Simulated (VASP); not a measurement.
# KP3O4 (P4/mmm) in VASP: single point with PBE

Aim: the single point of KP3O4 with PBE.

Everything below comes from runs of VASP 6.6.1. Logs are shortened: lines on timing, memory, paths and dates and some standing lists are left out, and cuts for length are marked.

### Step 1. The cell of the first run

It takes space group P4/mmm (No. 123, tetragonal). Conventional cell: a = 3.748 Å, b = 3.748 Å, c = 9.480 Å, α = 90.00°, β = 90.00°, γ = 90.00°. K (site symmetry 4/mmm) has 8 P at 3.39 Å and 4 K at 3.75 Å and 8 O at 3.78 Å within 4.5 Å. Within 2.9 Å of P (site symmetry 4mm) lie 4 O at 2.21 Å. Within 3.1 Å of P (site symmetry 4/mmm) lie 8 O at 2.37 Å. Within 3.0 Å of O (site symmetry 2mm) lie 4 P at 2.21 to 2.37 Å and 5 O at 2.65 to 2.91 Å.

### Step 2. Single point, PBE

File INCAR:

```
ALGO = Normal
EDIFF = 1E-6
ENCUT = 520
GGA = PE
ISIF = 2
ISMEAR = -1
LASPH = T
LCHARG = T
LELF = T
LREAL = F
LVHAR = T
LWAVE = F
NBANDS = 34
NELECT = 47.0
NELM = 100
PREC = Accurate
SIGMA = 0.1
```

File KPOINTS:

```
k-points
0
Gamma
  9 9 4
```

File POSCAR:

```
KP3O4
1.0
    3.7483800000      0.0000000000      0.0000000000
    0.0000000000      3.7483800000      0.0000000000
    0.0000000000      0.0000000000      9.4804580000
K P O
1 3 4
Direct
    0.0000000000      0.0000000000      0.5000000000
    0.5000000000      0.5000000000      0.2777100000
    0.5000000000      0.5000000000      0.7222900000
    0.0000000000      0.0000000000      0.0000000000
    0.0000000000      0.5000000000      0.1533900000
    0.5000000000      0.0000000000      0.1533900000
    0.0000000000      0.5000000000      0.8466100000
    0.5000000000      0.0000000000      0.8466100000
```

Potentials or basis: VASP PAW PBE potentials, release 64 (K_sv, P, O).

Command:

```sh
$ cat potpaw_PBE.64/K_sv/POTCAR potpaw_PBE.64/P/POTCAR potpaw_PBE.64/O/POTCAR > POTCAR
$ mpirun -np 1 vasp_std > vasp.out
```

OUTCAR:

```text
EDIFF = 1E-6
   ENCUT = 520
   GGA = PE
   ISIF = 2
   ISMEAR = -1
   LASPH = T
   LREAL = F
   NELECT = 47.0
   NELM = 100
   PREC = Accurate

 ion  position               nearest neighbor table
   1  0.000  0.000  0.500-
   2  0.500  0.500  0.278-   5 2.21   6 2.21   6 2.21   5 2.21
   3  0.500  0.500  0.722-   7 2.21   8 2.21   8 2.21   7 2.21
   4  0.000  0.000  0.000-   5 2.37   6 2.37   7 2.37   8 2.37   5 2.37   7 2.37   6 2.37   8 2.37

   5  0.000  0.500  0.153-   2 2.21   2 2.21   4 2.37   4 2.37
   6  0.500  0.000  0.153-   2 2.21   2 2.21   4 2.37   4 2.37
   7  0.000  0.500  0.847-   3 2.21   3 2.21   4 2.37   4 2.37
   8  0.500  0.000  0.847-   3 2.21   3 2.21   4 2.37   4 2.37

  LATTYP: Found a simple tetragonal cell.
 ALAT       =     3.7483800000
 C/A-ratio  =     2.5292147541

  Lattice vectors:

 A1 = (   3.7483800000,   0.0000000000,   0.0000000000)
 A2 = (   0.0000000000,   3.7483800000,   0.0000000000)
 A3 = (   0.0000000000,   0.0000000000,   9.4804580000)

Analysis of symmetry for initial positions (statically):
=====================================================================
 Subroutine PRICEL returns:
 Original cell was already a primitive cell.

 Routine SETGRP: Setting up the symmetry group for a
 simple tetragonal supercell.

 Subroutine GETGRP returns: Found 16 space group operations
 (whereof 16 operations were pure point group operations)
 out of a pool of 16 trial point group operations.

The static configuration has the point symmetry D_4h.

Analysis of symmetry for dynamics (positions and initial velocities):
=====================================================================
 Subroutine PRICEL returns:
 Original cell was already a primitive cell.

 Routine SETGRP: Setting up the symmetry group for a
 simple tetragonal supercell.

 Subroutine GETGRP returns: Found 16 space group operations
 (whereof 16 operations were pure point group operations)
 out of a pool of 16 trial point group operations.

The dynamic configuration has the point symmetry D_4h.

 Subroutine INISYM returns: Found 16 space group operations
 (whereof 16 operations are pure point group operations),
 and found     1 'primitive' translations

----------------------------------------------------------------------------------------

                                     Primitive cell

  volume of cell :     133.2038

  direct lattice vectors                    reciprocal lattice vectors
     3.748380000  0.000000000  0.000000000     0.266781916  0.000000000  0.000000000
     0.000000000  3.748380000  0.000000000     0.000000000  0.266781916  0.000000000
     0.000000000  0.000000000  9.480458000     0.000000000  0.000000000  0.105480136

  length of vectors
     3.748380000  3.748380000  9.480458000     0.266781916  0.266781916  0.105480136

  position of ions in fractional coordinates (direct lattice)
     0.000000000  0.000000000  0.500000000
     0.500000000  0.500000000  0.277710000
     0.500000000  0.500000000  0.722290000
     0.000000000  0.000000000  0.000000000
     0.000000000  0.500000000  0.153390000
     0.500000000  0.000000000  0.153390000
     0.000000000  0.500000000  0.846610000
     0.500000000  0.000000000  0.846610000

  ion indices of the primitive-cell ions
   primitive index   ion index
                 1           1
                 2           2
                 3           3
                 4           4
                 5           5
                 6           6
                 7           7
                 8           8

----------------------------------------------------------------------------------------

 KPOINTS: k-points

Automatic generation of k-mesh.
 Grid dimensions read from file:
 generate k-points for:    9    9    4

 Generating k-lattice:

  Cartesian coordinates                     Fractional coordinates (reciprocal lattice)
     0.029642435  0.000000000  0.000000000     0.111111111  0.000000000  0.000000000
     0.000000000  0.029642435  0.000000000     0.000000000  0.111111111  0.000000000
     0.000000000  0.000000000  0.026370034     0.000000000  0.000000000  0.250000000

  Length of vectors
     0.029642435  0.029642435  0.026370034

  Shift w.r.t. Gamma in fractional coordinates (k-lattice)
     0.000000000  0.000000000  0.000000000

 Subroutine IBZKPT returns following result:
 ===========================================

 Found     45 irreducible k-points:

 Following reciprocal coordinates:
            Coordinates               Weight
  0.000000  0.000000  0.000000      1.000000
  0.111111  0.000000  0.000000      4.000000
  0.222222  0.000000  0.000000      4.000000
  0.333333  0.000000  0.000000      4.000000
  0.444444  0.000000  0.000000      4.000000
  0.111111  0.111111  0.000000      4.000000
[... 16 lines left out ...]
  0.333333  0.111111  0.250000     16.000000
  0.444444  0.111111  0.250000     16.000000
 [... further k-points ...]
   k-points           NKPTS =     45   k-points in BZ     NKDIM =     45   number of bands    NBANDS=     34
   number of dos      NEDOS =    301   number of ions     NIONS =      8
   total plane-waves  NPLWV =  56448
   dimension x,y,z NGX =    28 NGY =   28 NGZ =   72
   dimension x,y,z NGXF=    56 NGYF=   56 NGZF=  144
   ions per type =               1   3   4
   NGX,Y,Z   is equivalent  to a cutoff of  12.42, 12.42, 12.63 a.u.
   NGXF,Y,Z  is equivalent  to a cutoff of  24.84, 24.84, 25.25 a.u.
 SYSTEM =  unknown system
   PREC   = accura    normal or accurate (medium, high low for compatibility)
   ISTART =      0    job   : 0-new  1-cont  2-samecut
   ICHARG =      2    charge: 1-file 2-atom 10-const
   ISPIN  =      1    spin polarized calculation?
   LNONCOLLINEAR =      F non collinear calculations
   LSORBIT =      F    spin-orbit coupling
   LASPH  =      T    aspherical Exc in radial PAW
   ENCUT  =  520.0 eV  38.22 Ry    6.18 a.u.   6.97  6.97 17.63*2*pi/ulx,y,z
   NELM   =    100;   NELMIN=  2; NELMDL= -5     # of ELM steps
   EDIFF  = 0.1E-05   stopping-criterion for ELM
   LREAL  =      F    real-space projection
   EDIFFG = 0.1E-04   stopping-criterion for IOM
   NSW    =      0    number of steps for IOM
   IBRION =     -1    ionic relax: 0-MD 1-quasi-New 2-CG
   NFREE  =      0    steps in history (QN), initial steepest desc. (CG)
   ISIF   =      2    stress and relaxation
   ISYM   =      2    0-nonsym 1-usesym 2-fastsym
   POTIM  = 0.5000    time-step for ionic-motion
   TEBEG  =    0.0;   TEEND  =   0.0 temperature during run
   PSTRESS=    0.0 pullay stress
   NELECT =      47.0000    total number of electrons
   NUPDOWN=      -1.0000    fix difference up-down
   EMIN   =  10.00;   EMAX   =-10.00  energy-range for DOS
   EFERMI =   0.00;   METHOD = LEGACY
   ISMEAR =    -1;   SIGMA  =   0.10  broadening in eV -4-tet -1-fermi 0-gaus
   EFERMI_NEDOS =   21; number of points for ismear=-14 and -15
   IALGO  =     38    algorithm
   IMIX   =      4    mixing-type and parameters
     AMIX     =   0.40;   BMIX     =  1.00
     AMIX_MAG =   1.60;   BMIX_MAG =  1.00
  volume/ion in A,a.u.               =      16.65       112.36
  Fermi-wavevector in a.u.,A,eV,Ry     =   1.156827  2.186087 18.207995  1.338250
  Thomas-Fermi vector in A             =   2.293444
   LORBIT       =      0    0 simple, 1 ext, 2 COOP (PROOUT), +10 PAW based schemes
   GGA     = PE    functional components
   LHFCALC =     F    Hartree Fock is set to
   AEXX    =    0.0000 exact exchange contribution
   IVDW    =     0    specifies the selected vdW correction
   LEPSILON=     F    determine dielectric tensor
   LRPA    =     F    only Hartree local field effects (RPA)
 non-spin polarized calculation
  energy-cutoff  :      520.00
  volume of cell :      133.20
 maximum number of plane-waves:      3608
 NGX is ok and might be reduce to    28
   NGX = 13   NGY = 13   NGZ = 35

 number of electron      46.9999975 magnetization

 Free energy of the ion-electron system (eV)
  ---------------------------------------------------
  ext. energy  EPLUGINS =         0.00000000
  ---------------------------------------------------
  free energy    TOTEN  =       -40.41452794 eV

  energy without entropy =      -40.32193149  energy(sigma->0) =      -40.36822971

 E-fermi :   3.4779     XC(G=0):  -9.2126

 val. band max:        3.4688556021   @ k =   0.3333   0.2222   0.2500
 cond. band min:       3.5223381564   @ k =   0.2222   0.0000   0.0000
 fundamental gap:      0.0534825543
 Fermi energy:         3.4779156445

 k-point     1 :       0.0000    0.0000    0.0000
  band No.  band energies     occupation
      1     -27.5693      2.00000
      2     -15.6559      2.00000
      3     -15.2864      2.00000
      4     -13.5561      2.00000
      5     -13.3928      2.00000
      6     -11.0788      2.00000
[... 26 lines left out ...]
     33       7.4820      0.00000
     34       7.6518      0.00000

 k-point     2 :       0.1111    0.0000    0.0000
  band No.  band energies     occupation
      1     -27.5664      2.00000
      2     -15.5945      2.00000
      3     -15.2303      2.00000
      4     -13.6145      2.00000
      5     -13.4458      2.00000
      6     -11.0703      2.00000
[... 26 lines left out ...]
     33       7.7624      0.00000
     34       7.8385      0.00000

 k-point     3 :       0.2222    0.0000    0.0000
  band No.  band energies     occupation
      1     -27.5590      2.00000
      2     -15.4160      2.00000
      3     -15.0680      2.00000
      4     -13.7880      2.00000
      5     -13.6014      2.00000
      6     -11.1268      2.00000
[... 26 lines left out ...]
     33       8.1295      0.00000
     34       8.3957      0.00000
[... 704 lines left out ...]
 k-point    23 :       0.3333    0.1111    0.2500
  band No.  band energies     occupation
      1     -27.5478      2.00000
      2     -15.0921      2.00000
      3     -14.7756      2.00000
      4     -14.0745      2.00000
      5     -13.8592      2.00000
      6     -11.2347      2.00000
[... 26 lines left out ...]
     33       8.3955      0.00000
     34       9.3503      0.00000

 k-point    24 :       0.4444    0.1111    0.2500
  band No.  band energies     occupation
      1     -27.5423      2.00000
      2     -14.7585      2.00000
      3     -14.4849      2.00000
      4     -14.4000      2.00000
      5     -14.1405      2.00000
      6     -11.3070      2.00000
[... 26 lines left out ...]
     33       8.3343      0.00000
     34       9.8700      0.00000

 [... further k-points ...]
[... 5 lines left out ...]
  --------------------------------------------------------------------------------------
  -------------------------------------------------------------------------------------
  Total      -19.3188947    -19.3188947    -27.7253221      0.0000000      0.0000000     -0.0000000
  in kB     -232.3679969   -232.3679969   -333.4806504      0.0000000      0.0000000     -0.0000000
  external PRESSURE =    -266.0722147 kB  Pullay stress =       0.0000000 kB

 VOLUME and BASIS-vectors are now :
 -----------------------------------------------------------------------------
  energy-cutoff  :      520.00
  volume of cell :      133.20
      direct lattice vectors                 reciprocal lattice vectors
     3.748380000  0.000000000  0.000000000     0.266781916  0.000000000  0.000000000
     0.000000000  3.748380000  0.000000000     0.000000000  0.266781916  0.000000000
     0.000000000  0.000000000  9.480458000     0.000000000  0.000000000  0.105480136

 POSITION                                       TOTAL-FORCE (eV/Angst)
 -----------------------------------------------------------------------------------
      0.00000      0.00000      4.74023        -0.000000     -0.000000      0.000000
      1.87419      1.87419      2.63282        -0.000000     -0.000000     -6.253310
      1.87419      1.87419      6.84764        -0.000000     -0.000000      6.253310
      0.00000      0.00000      0.00000        -0.000000     -0.000000      0.000000
      0.00000      1.87419      1.45421        -0.000000      0.000000      1.893865
      1.87419      0.00000      1.45421        -0.000000     -0.000000      1.893865
      0.00000      1.87419      8.02625        -0.000000      0.000000     -1.893865
      1.87419      0.00000      8.02625         0.000000     -0.000000     -1.893865
 -----------------------------------------------------------------------------------
    total drift:                                0.000000     -0.000000      0.000000

  FREE ENERGIE OF THE ION-ELECTRON SYSTEM (eV)
  ---------------------------------------------------
  free  energy   TOTEN  =       -40.4145279389 eV

  energy  without entropy=      -40.3219314879  energy(sigma->0) =      -40.36822971
```

Run time: 2.5 min. Hardware: 1 thread of Intel Xeon Platinum 8259CL at 2.50GHz (Skylake/Cascade Lake), shared host; peak memory 0.32 GiB.

Results:

```yaml
Free_energy: -40.4145 eV
Largest_force: 6.253 eV/Å
```

Forces on the atoms (eV/Å):
```
K    0.000  0.000  0.000
P    0.000  0.000 -6.253
P    0.000  0.000  6.253
P    0.000  0.000  0.000
O    0.000  0.000  1.894
O    0.000  0.000  1.894
O    0.000  0.000 -1.894
O    0.000  0.000 -1.894
```

Caveat: the cell carries a net charge on a neutralising background, which shifts energy and pressure; the cell is charged against a uniform background, so pressure and absolute levels hang on convention; an odd number of electrons without spin polarisation forces a metal; a magnetic or distorted state may lie lower.
